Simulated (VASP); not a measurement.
Runs of VASP 6.6.1 on C. The structure is that of space group Fm-3m (No. 225), or close to it. The cells are those of the table. 

```tsv
task	spin	cell	k mesh	cutoff (eV)	gap on the mesh (eV)	pressure (GPa)
single point	non-collinear, zero start, SOC	a = 2.189 Å, angles 60.0°, 1 atom	17 × 17 × 17	520	-	0.3
single point	off	a = 2.189 Å, angles 60.0°, 1 atom	18 × 18 × 18	520	none	0.1
relaxation of cell and atoms	off	relaxed from a = 2.107 Å, angles 60.0°, 1 atom	18 × 18 × 18	600	none	0.1
single point	off	a = 2.218 Å, angles 60.0°, 1 atom	20 × 20 × 20	520	none	-5.7
single point	off	a = 2.160 Å, angles 60.0°, 1 atom	20 × 20 × 20	520	none	(a)
```

Alike in all rows: level r2SCAN; potentials or basis VASP PAW PBE potentials, release 64 (C); smearing fermi-dirac 0.1 eV.

Task: Fill in the values left out.

Result: (a) 6.9.

Caveats: the PAW data sets were made with another functional, which shifts forces and pressure a little; the cell stands under tension (at least some runs); the cell stands under pressure (at least some runs).

A gap of «none» marks levels without a gap at the run's occupations.
